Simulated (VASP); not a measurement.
# NaF (P6_3/mmc) in VASP: dielectric tensor with PBE

Aim: the dielectric tensor of NaF with PBE.

All numbers are computed with VASP 6.6.1; they aren't measurements. Logs are shortened: lines on timing, memory, paths and dates and some standing lists are left out, and cuts for length are marked.

## 1. The cell of the first run

It takes space group P6_3/mmc (No. 194, hexagonal). The conventional cell has a = 3.868 Å, b = 3.868 Å, c = 4.551 Å, α = 90.00°, β = 90.00°, γ = 120.00°. Within 3.0 Å of Na (site symmetry -6m2) lie 5 F at 2.23 to 2.28 Å. F (site symmetry -6m2) has 5 Na at 2.23 to 2.28 Å within 3.0 Å.

## 2. Dielectric tensor, PBE

Contents of INCAR:

```
PREC = Accurate ; ENCUT = 520
EDIFF = 1E-8 ; ISMEAR = 0
SIGMA = 0.01 ; LREAL = F
LASPH = T ; NELM = 100
ALGO = Normal ; ISIF = 2
LWAVE = F ; LCHARG = F
GGA = PE ; LEPSILON = T
```

Contents of KPOINTS:

```
regular mesh
0
Gamma
  6 6 6
```

Contents of POSCAR:

```
NaF
1.0
    3.8680646418      0.0000000000      0.0000000000
   -1.9340323209      3.3498422433      0.0000000000
    0.0000000000      0.0000000000      4.5513806497
Na F
2 2
Direct
    0.3333333333      0.6666666667     -0.0625000000
    0.6666666667      0.3333333333      0.4375000000
    0.3333333333      0.6666666667      0.4375000000
    0.6666666667      0.3333333333      0.9375000000
```

Potentials or basis: VASP PAW PBE potentials, release 64 (Na_pv, F).

On the command line:

```console
cat potpaw_PBE.64/Na_pv/POTCAR potpaw_PBE.64/F/POTCAR > POTCAR
mpirun -np 1 vasp_std > vasp.out
```

OUTCAR:

```text
PREC = Accurate
   ENCUT = 520
   EDIFF = 1E-8
   ISMEAR = 0
   LREAL = F
   LASPH = T
   NELM = 100
   ISIF = 2
   GGA = PE
   LEPSILON = T

 ion  position               nearest neighbor table
   1  0.333  0.667  0.938-   4 2.23   4 2.23   4 2.23   3 2.28   3 2.28
   2  0.667  0.333  0.438-   3 2.23   3 2.23   3 2.23   4 2.28   4 2.28
   3  0.333  0.667  0.438-   2 2.23   2 2.23   2 2.23   1 2.28   1 2.28
   4  0.667  0.333  0.938-   1 2.23   1 2.23   1 2.23   2 2.28   2 2.28

  LATTYP: Found a hexagonal cell.
 ALAT       =     3.8680646418
 C/A-ratio  =     1.1766557881

  Lattice vectors:

 A1 = (   3.8680646418,   0.0000000000,   0.0000000000)
 A2 = (  -1.9340323209,   3.3498422433,   0.0000000000)
 A3 = (   0.0000000000,   0.0000000000,   4.5513806497)

Analysis of symmetry for initial positions (statically):
=====================================================================
 Subroutine PRICEL returns:
 Original cell was already a primitive cell.

 Routine SETGRP: Setting up the symmetry group for a
 hexagonal supercell.

 Subroutine GETGRP returns: Found 24 space group operations
 (whereof  6 operations were pure point group operations)
 out of a pool of 24 trial point group operations.

The static configuration has the point symmetry C_3v.
 The point group associated with its full space group is D_6h.

Analysis of symmetry for dynamics (positions and initial velocities):
=====================================================================
 Subroutine PRICEL returns:
 Original cell was already a primitive cell.

 Routine SETGRP: Setting up the symmetry group for a
 hexagonal supercell.

 Subroutine GETGRP returns: Found 24 space group operations
 (whereof  6 operations were pure point group operations)
 out of a pool of 24 trial point group operations.

The dynamic configuration has the point symmetry C_3v.
 The point group associated with its full space group is D_6h.

 Subroutine INISYM returns: Found 24 space group operations
 (whereof  6 operations are pure point group operations),
 and found     1 'primitive' translations

----------------------------------------------------------------------------------------

                                     Primitive cell

  volume of cell :      58.9741

  direct lattice vectors                    reciprocal lattice vectors
     3.868064642  0.000000000  0.000000000     0.258527220  0.149260760  0.000000000
    -1.934032321  3.349842243  0.000000000     0.000000000  0.298521521  0.000000000
     0.000000000  0.000000000  4.551380650     0.000000000  0.000000000  0.219713550

  length of vectors
     3.868064642  3.868064642  4.551380650     0.298521521  0.298521521  0.219713550

  position of ions in fractional coordinates (direct lattice)
     0.333333333  0.666666667  0.937500000
     0.666666667  0.333333333  0.437500000
     0.333333333  0.666666667  0.437500000
     0.666666667  0.333333333  0.937500000

  ion indices of the primitive-cell ions
   primitive index   ion index
                 1           1
                 2           2
                 3           3
                 4           4

----------------------------------------------------------------------------------------

 KPOINTS: regular mesh

Automatic generation of k-mesh.
 Grid dimensions read from file:
 generate k-points for:    6    6    6

 Generating k-lattice:

  Cartesian coordinates                     Fractional coordinates (reciprocal lattice)
     0.043087870  0.024876793  0.000000000     0.166666667  0.000000000  0.000000000
     0.000000000  0.049753587  0.000000000     0.000000000  0.166666667  0.000000000
[... 85 lines left out ...]
   AEXX    =    0.0000 exact exchange contribution
   IVDW    =     0    specifies the selected vdW correction
   LEPSILON=     T    determine dielectric tensor
   LRPA    =     F    only Hartree local field effects (RPA)
 non-spin polarized calculation
 Gauss-broadening in eV      SIGMA  =   0.01
  energy-cutoff  :      520.00
  volume of cell :       58.97
 maximum number of plane-waves:      1608
 NGX is ok and might be reduce to    30
   NGX = 15   NGY = 15   NGZ = 17

--------------------------------------- Ionic step        1  -------------------------------------------

 number of electron      27.9999962 magnetization

 E-fermi :  -2.7141     XC(G=0):  -8.1539

 val. band max:       -2.7923580415   @ k =   0.0000   0.0000   0.0000
 cond. band min:       2.8847545271   @ k =   0.0000   0.0000   0.0000
 fundamental gap:      5.6771125686
 Fermi energy:        -2.7141140826

 k-point     1 :       0.0000    0.0000    0.0000
  band No.  band energies     occupation
      1     -21.9162      2.00000
      2     -21.8849      2.00000
      3     -21.8386      2.00000
      4     -21.8386      2.00000
      5     -21.7881      2.00000
      6     -21.7881      2.00000
[... 481 lines left out ...]
      5     -21.7694      2.00000
      6     -21.7694      2.00000
[... 10 lines left out ...]
     17      10.6126      0.00000
     18      10.6126      0.00000

 [... further k-points ...]

  FORCE on cell =-STRESS in cart. coord.  units (eV):
  Direction    XX          YY          ZZ          XY          YZ          ZX
  --------------------------------------------------------------------------------------
  -------------------------------------------------------------------------------------
  Total        0.8354778      0.8354778      1.0736166      0.0000000     -0.0000000      0.0000000
  in kB       22.6978267     22.6978267     29.1674577      0.0000000     -0.0000000      0.0000000
  external PRESSURE =      24.8543703 kB  Pullay stress =       0.0000000 kB

 VOLUME and BASIS-vectors are now :
 -----------------------------------------------------------------------------
  energy-cutoff  :      520.00
  volume of cell :       58.97
      direct lattice vectors                 reciprocal lattice vectors
     3.868064642  0.000000000  0.000000000     0.258527220  0.149260760  0.000000000
    -1.934032321  3.349842243  0.000000000     0.000000000  0.298521521  0.000000000
     0.000000000  0.000000000  4.551380650     0.000000000  0.000000000  0.219713550

 POSITION                                       TOTAL-FORCE (eV/Angst)
 -----------------------------------------------------------------------------------
     -0.00000      2.23323      4.26692        -0.000000      0.000000      0.000000
      1.93403      1.11661      1.99123         0.000000      0.000000      0.000000
     -0.00000      2.23323      1.99123        -0.000000     -0.000000     -0.000000
      1.93403      1.11661      4.26692         0.000000      0.000000     -0.000000
 -----------------------------------------------------------------------------------
    total drift:                               -0.000000      0.000000      0.000000

  FREE ENERGIE OF THE ION-ELECTRON SYSTEM (eV)
  ---------------------------------------------------
  free  energy   TOTEN  =       -16.9646079817 eV

  energy  without entropy=      -16.9646079817  energy(sigma->0) =      -16.96460798

 HEAD OF MICROSCOPIC STATIC DIELECTRIC TENSOR (INDEPENDENT PARTICLE, excluding Hartree and local field effects)
 ------------------------------------------------------
           1.773755     0.000000    -0.000000
           0.000000     1.773755     0.000000
           0.000000    -0.000000     1.753564
 ------------------------------------------------------

 Free energy of the ion-electron system (eV)
  ---------------------------------------------------
  ---------------------------------------------------
  free energy    TOTEN  =        -0.13241611 eV

  energy without entropy =       -0.13241611

------------------------ aborting loop because EDIFF is reached ----------------------------------------

--------------------------------------- Ionic step        2  -------------------------------------------

------------------------ aborting loop because EDIFF is reached ----------------------------------------

--------------------------------------- Ionic step        3  -------------------------------------------

 Free energy of the ion-electron system (eV)
  ---------------------------------------------------
  ---------------------------------------------------
  free energy    TOTEN  =        -0.13178773 eV

  energy without entropy =       -0.13178773

------------------------ aborting loop because EDIFF is reached ----------------------------------------

 PIEZOELECTRIC TENSOR FIELD DIRECTION 3  (e Angst)
 -----------------------------------------------------------------------------
     0.00001 -0.00000  0.00000           ( -0.00001  0.00000  0.00000)
     0.00000  0.00001 -0.00000           (  0.00000 -0.00001  0.00000)
     0.00000  0.00000 -0.00057           (  0.00000  0.00000 -0.00003)

 PIEZOELECTRIC TENSOR FIELD DIRECTION 3  (C/m^2)
 -----------------------------------------------------------------------------
     0.00000 -0.00000  0.00000
     0.00000  0.00000 -0.00000
     0.00000  0.00000 -0.00016

 MACROSCOPIC STATIC DIELECTRIC TENSOR (including local field effects in DFT)
 ------------------------------------------------------
           1.731412    -0.000000     0.000000
          -0.000000     1.731412     0.000000
           0.000000    -0.000000     1.734711
 ------------------------------------------------------

 PIEZOELECTRIC TENSOR (including local field effects)  for field in x, y, z        (e  Angst)
          XX          YY          ZZ          XY          YZ          ZX
  --------------------------------------------------------------------------------
  x    -0.00000     0.00000    -0.00000    -0.00000     0.00000     0.00000
  y     0.00000    -0.00000     0.00000    -0.00000     0.00000     0.00000
  z    -0.00000     0.00000    -0.00000     0.00000     0.00000     0.00000

 PIEZOELECTRIC TENSOR (including local field effects)  for field in x, y, z        (C/m^2)
          XX          YY          ZZ          XY          YZ          ZX
  --------------------------------------------------------------------------------
  x    -0.00000     0.00000    -0.00000    -0.00000     0.00000     0.00000
  y     0.00000    -0.00000     0.00000    -0.00000     0.00000     0.00000
  z    -0.00000     0.00000    -0.00000     0.00000     0.00000     0.00000

 BORN EFFECTIVE CHARGES (including local field effects) (in |e|, cummulative output)
 ---------------------------------------------------------------------------------
 ion    1
    1     0.95205     0.00000     0.00000
    2     0.00000     0.95205     0.00000
    3    -0.00000     0.00000     1.00970
 ion    2
    1     0.95205     0.00000     0.00000
    2     0.00000     0.95205     0.00000
    3     0.00000     0.00000     1.00970
 ion    3
    1    -0.95205     0.00000     0.00000
    2     0.00000    -0.95205     0.00000
    3    -0.00000     0.00000    -1.00970
 ion    4
    1    -0.95205     0.00000     0.00000
    2     0.00000    -0.95205     0.00000
    3    -0.00000     0.00000    -1.00970
```

Wall time 4.9 min (1 thread of Intel Xeon 8259CL, shared host); peak memory 0.29 GiB.

What came out:

```
Band gap on the k mesh                  : 5.68 eV
Electronic dielectric tensor (diagonal) : 1.73
Born charges (mean of the diagonal)     : Na +0.97; F -0.97 e
```

Electronic dielectric tensor:
```
1.73 0.00 0.00
0.00 1.73 0.00
0.00 0.00 1.73
```

Born effective charge tensors (e):
atom 1, Na
```
0.95 0.00 0.00
0.00 0.95 0.00
0.00 0.00 1.01
```
atom 2, Na
```
0.95 0.00 0.00
0.00 0.95 0.00
0.00 0.00 1.01
```
atom 3, F
```
-0.95  0.00  0.00
 0.00 -0.95  0.00
 0.00  0.00 -1.01
```
atom 4, F
```
-0.95  0.00  0.00
 0.00 -0.95  0.00
 0.00  0.00 -1.01
```

Caveat: the structure was generated, so it needn't be the stable form of NaF.
